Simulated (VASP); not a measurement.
Runs of VASP 6.6.1 on SiC. The structure is that of space group R3m (No. 160), or close to it. The cells are those of the table. 

```tsv
potentials or basis	cell	cutoff (eV)	second run	gap on the mesh (eV)	pressure (GPa)	largest force (eV/Å)
VASP PAW LDA potentials, release 64 (Si, C)	a = 2.820 Å, angles 75.3°, 2 atoms	520	-	(a)	40.8	(c)
VASP PAW LDA potentials, release 64 (Si, C)	a = 3.005 Å, angles 63.2°, 2 atoms	520	-	0.99	-0.8	0.97
VASP PAW LDA potentials, release 64 (Si, C)	a = 3.290 Å, angles 52.2°, 2 atoms	520	-	0.39	6.6	0.38
VASP PAW LDA potentials, release 64 (Si, C)	a = 2.930 Å, angles 67.3°, 2 atoms	520	-	0.61	6.4	3.15
VASP PAW LDA potentials, release 64 (Si, C)	a = 2.739 Å, 2 atoms	520	-	none	178.5	61.09
VASP PAW LDA potentials, release 64 (Si, C_h)	a = 3.531 Å, angles 45.7°, 2 atoms	910	hard_potentials	none	26.3	0.01
VASP PAW LDA potentials, release 64 (Si, C)	a = 3.531 Å, angles 45.7°, 2 atoms	520	-	none	26.5	-
VASP PAW LDA potentials, release 64 (Si, C)	a = 2.760 Å, angles 82.7°, 2 atoms	520	-	none	95.2	(b)
```

Alike in all rows: task single point; level LDA; no spin polarisation; k mesh 12 × 12 × 12; smearing gaussian 0.05 eV.

Question: Fill in the values left out.

Answer: (a) 0.09; (b) 29.74; (c) 12.33.

Caveats: forces of over 1 eV/Å act on the atoms, so gaps and moduli don't describe the material at rest (some runs); the cutoff is under 1.25 times the usual one of these potentials, so pressure, stress and relaxed cells hold a basis-set (Pulay) error (some runs).

A k mesh can miss the band edges.

A gap of «none» marks levels without a gap at the run's occupations.
